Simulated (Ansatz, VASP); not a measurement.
# Ni: VASP beside Ansatz

```
Ni
1.0
     0.00000    3.52706    3.52706
     1.76353    0.00000    1.76353
     1.76353    1.76353    0.00000
Ni
2
Direct
  0.00000 0.00000 0.00000
  0.50000 0.00000 0.00000
```

Alike in both runs: task single point; functional LDA; k mesh 7 × 14 × 14; occupations fermi-dirac, width 0.05 eV; collinear spin.

|  | VASP | Ansatz |
| --- | --- | --- |
| version | VASP 6.6.1 | Ansatz 0.2.0 |
| potentials or method | VASP PAW LDA potentials, release 64 (Ni), cutoff 520 eV | PAW, plane waves, scalar-relativistic |
| valence electrons in the cell | 20 | 36 |

VASP gave:

```
pressure (GPa)                                                : -18.4
net moment per atom (μB)                                      : 0.55
size of the moment on the site where the two differ most (μB) : 0.56
```

**Question.** Which values does Ansatz return?

**Answer.** Pressure (GPa): -18.5; net moment per atom (μB): 0.58; size of the moment on the site where the two differ most (μB): 0.61.

LDA's correlation is that of Perdew and Zunger in VASP and of Perdew and Wang (1992) in Ansatz. Site moments also hang on the region over which each program counts them. VASP's potentials hold 20 valence electrons a cell and Ansatz's 36, so a difference there can come from the potentials and not from the codes.
